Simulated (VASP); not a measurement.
Write the native input for VASP 6.6.1 that does the following.

| Item | Value |
| --- | --- |
| Task | single point |
| Functional | PBEsol |
| Potentials or basis | VASP PAW PBE potentials, release 64 (Mg, O) |
| Cutoff | 520 eV |
| k mesh | 9 × 9 × 6 |
| Occupations | gaussian, width 0.05 eV |
| Spin | no spin polarisation |
| Dipole correction | no |
| Further INCAR settings | ALGO = Normal; EDIFF = 1e-07; NBANDS = 16 |

The structure of MgO lies in POSCAR:

```
MgO
1.0
    3.4191000000      0.0000000000      0.0000000000
   -1.7095500000      2.9610274581      0.0000000000
    0.0000000000      0.0000000000      4.8186000000
Mg O
2 2
Direct
    0.3333333333      0.6666666667      0.0036583380
    0.6666666667      0.3333333333      0.5036583380
    0.3333333333      0.6666666667      0.4009416620
    0.6666666667      0.3333333333      0.9009416620
```

The input as run:

INCAR

```
PREC = Accurate ; ENCUT = 520
EDIFF = 1E-7 ; ISMEAR = 0
SIGMA = 0.05 ; LREAL = F
LASPH = T ; NELM = 80
ALGO = Normal ; ISIF = 2
LWAVE = F ; LCHARG = F
GGA = PS ; NBANDS = 16
```

KPOINTS

```
Automatic mesh
0
Gamma
  9 9 6
```

Potentials or basis: VASP PAW PBE potentials, release 64 (Mg, O).

Run with:

```console
$ cat potpaw_PBE.64/Mg/POTCAR potpaw_PBE.64/O/POTCAR > POTCAR
$ mpirun -np 1 vasp_std > vasp.out
```

It gave:

* Pressure: -3.3 GPa
* Largest force: 0.836 eV/Å
* Band gap on the k mesh: 3.10 eV, direct

Caveat: the PAW data sets were made with another functional, which shifts forces and pressure a little.

It took 19 s on 1 thread of Intel(R) Xeon(R) 6975P-C (Granite Rapids), on a shared host, peak memory 0.18 GiB.
